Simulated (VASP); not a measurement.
Wanted: the native input for a VASP 6.6.1 run.

```
Task                   : single point
Functional             : r2SCAN
Potentials or basis    : VASP PAW PBE potentials, release 64 (Hg, Te)
Cutoff                 : 520 eV
k mesh                 : 6 × 6 × 6
Occupations            : gaussian, width 0.01 eV
Spin                   : no spin polarisation
Dipole correction      : no
Further INCAR settings : ALGO = Normal; EDIFF = 1e-06; NBANDS = 16
```

HgTe:

```
Hg Te
1.0
    -0.11841    3.26942    3.26942
     3.26942   -0.11841    3.26942
     3.26942    3.26942   -0.11841
Hg Te
1 1
Direct
  0.99658 0.99658 0.99658
  0.25342 0.25342 0.25342
```

This cell differs from its parent crystal: epitaxial 111 strain +3.0%.

One way to write it, as run:

POSCAR

```
HgTe
1.0
   -0.1184096840      3.2694229414      3.2694229414
    3.2694229414     -0.1184096840      3.2694229414
    3.2694229414      3.2694229414     -0.1184096840
Hg Te
1 1
Direct
   -0.0034209566     -0.0034209566     -0.0034209566
    0.2534209566      0.2534209566      0.2534209566
```

INCAR.step1

```
ALGO = Normal ; EDIFF = 1E-4
ENCUT = 520 ; GGA = PE
ISMEAR = 0 ; LASPH = T
LCHARG = F ; LREAL = F
LWAVE = T ; NBANDS = 16
NELM = 100 ; PREC = Accurate
SIGMA = 0.01
```

INCAR.step2

```
ALGO = Normal ; EDIFF = 1E-6
ENCUT = 520 ; ISIF = 2
ISMEAR = 0 ; ISTART = 1
LASPH = T ; LCHARG = F
LMIXTAU = T ; LREAL = F
LWAVE = F ; METAGGA = R2SCAN
NBANDS = 16 ; NELM = 100
PREC = Accurate ; SIGMA = 0.01
```

KPOINTS

```
k-points
0
Gamma
  6 6 6
```

Potentials or basis: VASP PAW PBE potentials, release 64 (Hg, Te).

The run is started by

```sh
$ cat potpaw_PBE.64/Hg/POTCAR potpaw_PBE.64/Te/POTCAR > POTCAR
$ cp INCAR.step1 INCAR
$ mpirun -np 1 vasp_std > vasp.out
$ cp INCAR.step2 INCAR
$ mpirun -np 1 vasp_std > vasp.out
```

Results of the run:

```json
{"Pressure": "-1.3 GPa", "Band gap on the k mesh": "0.21 eV"}
```

Caveat: the cell differs from its parent crystal (epitaxial 111 strain +3.0%); the PAW data sets were made with another functional, which shifts forces and pressure a little; spin-orbit coupling is left out, which moves the levels of the heavy elements.

Wall time 2.3 min on 1 thread of Intel(R) Xeon(R) Platinum 8488C (Sapphire Rapids), with other jobs on the host, peak memory 0.23 GiB.
